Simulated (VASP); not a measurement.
# CuO (Fm-3m) in VASP: notebook, part 2 of 3

VASP 6.6.1. Earlier steps stand in the parts before.

**3. Single point, PBE, collinear spin, ferromagnetic start**

The input, INCAR:

```
SYSTEM = CuO
PREC = Accurate
ENCUT = 520
EDIFF = 1E-6
ISMEAR = 0
SIGMA = 0.1
LREAL = .FALSE.
LASPH = .TRUE.
NELM = 150
ALGO = Normal
ISIF = 2
LWAVE = .FALSE.
LCHARG = .FALSE.
ISPIN = 2
MAGMOM = 1 0
LORBIT = 11
LMAXMIX = 4
GGA = PE
NBANDS = 20
```

The input, KPOINTS:

```
Automatic mesh
0
G
  6 6 6
  0 0 0
```

The input, POSCAR:

```
CuO
1.0
    0.0000000000      2.1165600000      2.1165600000
    2.1165600000      0.0000000000      2.1165600000
    2.1165600000      2.1165600000      0.0000000000
Cu O
1 1
Direct
    0.0000000000      0.0000000000      0.0000000000
    0.5000000000      0.5000000000      0.5000000000
```

Potentials or basis: VASP PAW PBE potentials, release 64 (Cu, O).

Run with:

```bash
> cat potpaw_PBE.64/Cu/POTCAR potpaw_PBE.64/O/POTCAR > POTCAR
> mpirun -np 1 vasp_std > vasp.out
```

OUTCAR:

```text
SYSTEM = CuO
   PREC = Accurate
   ENCUT = 520
   EDIFF = 1E-6
   ISMEAR = 0
   LREAL = .FALSE.
   LASPH = .TRUE.
   NELM = 150
   ISIF = 2
   ISPIN = 2
   LORBIT = 11
   GGA = PE

 ion  position               nearest neighbor table
   1  0.000  0.000  0.000-   2 2.12   2 2.12   2 2.12   2 2.12   2 2.12   2 2.12
   2  0.500  0.500  0.500-   1 2.12   1 2.12   1 2.12   1 2.12   1 2.12   1 2.12

  LATTYP: Found a face centered cubic cell.
 ALAT       =     4.2331200000

  Lattice vectors:

 A1 = (   0.0000000000,   2.1165600000,   2.1165600000)
 A2 = (   2.1165600000,   0.0000000000,   2.1165600000)
 A3 = (   2.1165600000,   2.1165600000,   0.0000000000)

Analysis of symmetry for initial positions (statically):
=====================================================================
 Subroutine PRICEL returns:
 Original cell was already a primitive cell.

 Routine SETGRP: Setting up the symmetry group for a
 face centered cubic supercell.

 Subroutine GETGRP returns: Found 48 space group operations
 (whereof 48 operations were pure point group operations)
 out of a pool of 48 trial point group operations.

The static configuration has the point symmetry O_h .

Analysis of symmetry for dynamics (positions and initial velocities):
=====================================================================
 Subroutine PRICEL returns:
 Original cell was already a primitive cell.

 Routine SETGRP: Setting up the symmetry group for a
 face centered cubic supercell.

 Subroutine GETGRP returns: Found 48 space group operations
 (whereof 48 operations were pure point group operations)
 out of a pool of 48 trial point group operations.

The dynamic configuration has the point symmetry O_h .

Analysis of structural, dynamic, and magnetic symmetry:
=====================================================================
 Subroutine PRICEL returns:
 Original cell was already a primitive cell.

 Routine SETGRP: Setting up the symmetry group for a
 face centered cubic supercell.

[... 138 lines left out ...]
  ext. energy  EPLUGINS =         0.00000000
  ---------------------------------------------------
  free energy    TOTEN  =        -9.51654983 eV

  energy without entropy =       -9.50891496  energy(sigma->0) =       -9.51273240

 E-fermi :   6.2330     XC(G=0): -12.4225

 val. band max:        6.1862758801   @ k =   0.3333   0.0000   0.0000
 cond. band min:       6.2441500393   @ k =   0.3333   0.1667   0.0000
 fundamental gap:      0.0578741592
 Fermi energy:         6.2329925510

 spin component 1

 k-point     1 :       0.0000    0.0000    0.0000
  band No.  band energies     occupation
      1     -13.4592      1.00000
      2       3.5721      1.00000
      3       3.5721      1.00000
      4       3.5721      1.00000
      5       3.5979      1.00000
      6       3.5979      1.00000
[... 344 lines left out ...]
      6       4.1988      1.00000
[... 12 lines left out ...]
     19      41.0150      0.00000
     20      42.4234      0.00000
 Fermi energy:         6.2329925510

 spin component 2

 k-point     1 :       0.0000    0.0000    0.0000
  band No.  band energies     occupation
      1     -13.1270      1.00000
      2       3.8167      1.00000
      3       3.8167      1.00000
      4       3.8167      1.00000
      5       4.1107      1.00000
      6       4.1107      1.00000
[... 357 lines left out ...]
     19      41.0684      0.00000
     20      42.4776      0.00000

------------------------ aborting loop because EDIFF is reached ----------------------------------------

  FORCE on cell =-STRESS in cart. coord.  units (eV):
  Direction    XX          YY          ZZ          XY          YZ          ZX
  --------------------------------------------------------------------------------------
  -------------------------------------------------------------------------------------
  Total        0.2966906      0.2966906      0.2966906     -0.0000000     -0.0000000      0.0000000
  in kB       25.0664353     25.0664353     25.0664353     -0.0000000     -0.0000000      0.0000000
  external PRESSURE =      25.0664353 kB  Pullay stress =       0.0000000 kB

 VOLUME and BASIS-vectors are now :
 -----------------------------------------------------------------------------
  energy-cutoff  :      520.00
  volume of cell :       18.96
      direct lattice vectors                 reciprocal lattice vectors
     0.000000000  2.116560000  2.116560000    -0.236232377  0.236232377  0.236232377
     2.116560000  0.000000000  2.116560000     0.236232377 -0.236232377  0.236232377
     2.116560000  2.116560000  0.000000000     0.236232377  0.236232377 -0.236232377

 POSITION                                       TOTAL-FORCE (eV/Angst)
 -----------------------------------------------------------------------------------
      0.00000      0.00000      0.00000        -0.000000     -0.000000     -0.000000
      2.11656      2.11656      2.11656         0.000000      0.000000      0.000000
 -----------------------------------------------------------------------------------
    total drift:                                0.000000     -0.000000     -0.000000

  FREE ENERGIE OF THE ION-ELECTRON SYSTEM (eV)
  ---------------------------------------------------
  free  energy   TOTEN  =        -9.5165498342 eV

  energy  without entropy=       -9.5089149617  energy(sigma->0) =       -9.51273240

 total charge

# of ion       s       p       d       tot
------------------------------------------
    1        0.310   0.324   9.142   9.776
    2        1.576   3.359   0.000   4.935
--------------------------------------------------
tot          1.886   3.683   9.142  14.711

 magnetization (x)

# of ion       s       p       d       tot
------------------------------------------
    1       -0.003   0.004   0.408   0.409
    2        0.007   0.208   0.000   0.215
--------------------------------------------------
tot          0.004   0.213   0.408   0.624
```

OSZICAR:

```text
N       E                     dE             d eps       ncg     rms          rms(c)
DAV:   1     0.961456374193E+02    0.96146E+02   -0.82435E+03  1508   0.138E+03
DAV:   2    -0.537404215773E+01   -0.10152E+03   -0.89438E+02  1332   0.266E+02
DAV:   3    -0.121986992561E+02   -0.68247E+01   -0.62309E+01  1424   0.628E+01
DAV:   4    -0.122744610321E+02   -0.75762E-01   -0.75624E-01  1456   0.664E+00
DAV:   5    -0.122751068841E+02   -0.64585E-03   -0.64583E-03  1512   0.619E-01    0.111E+01
DAV:   6    -0.106410200430E+02    0.16341E+01   -0.93288E+00  1760   0.816E+01    0.102E+01
DAV:   7    -0.954336076508E+01    0.10977E+01   -0.27929E+00  1672   0.618E+01    0.171E+00
DAV:   8    -0.953061405414E+01    0.12747E-01   -0.17036E-01  1700   0.422E+00    0.886E-01
DAV:   9    -0.951678254419E+01    0.13832E-01   -0.12855E-02  1976   0.275E+00    0.274E-01
DAV:  10    -0.951647707667E+01    0.30547E-03   -0.19928E-03  1844   0.676E-01    0.658E-02
DAV:  11    -0.951651382513E+01   -0.36748E-04   -0.13077E-04  1656   0.116E-01    0.337E-02
DAV:  12    -0.951655652005E+01   -0.42695E-04   -0.33917E-05  1832   0.897E-02    0.235E-02
DAV:  13    -0.951654975790E+01    0.67622E-05   -0.11240E-05  1580   0.311E-02    0.685E-03
DAV:  14    -0.951654983417E+01   -0.76275E-07   -0.65458E-07   976   0.109E-02
   1 F= -.95165498E+01 E0= -.95127324E+01  d E =-.763487E-02  mag=     0.6478
```

It took 12 s on 1 thread of Intel Xeon Platinum 8375C at 2.90GHz (Ice Lake), shared host; peak memory 0.15 GiB.

What came out:

```
Free energy                                           : -9.5165 eV
Pressure                                              : 2.5 GPa
Net moment                                            : 0.65 μB per cell
Site moments                                          : Cu +0.41; O +0.21 μB
Valence electrons inside the program's atomic spheres : Cu 9.78; O 4.93
```

Caveat: the k points lie up to 0.43 Å⁻¹ apart; a cell with one magnetic atom can't hold antiferromagnetic order, which such compounds often take; semilocal functionals often make such compounds metallic where correlation or magnetic order opens a gap, which also shifts bond lengths.

(Part 2 of 3 ends here.)
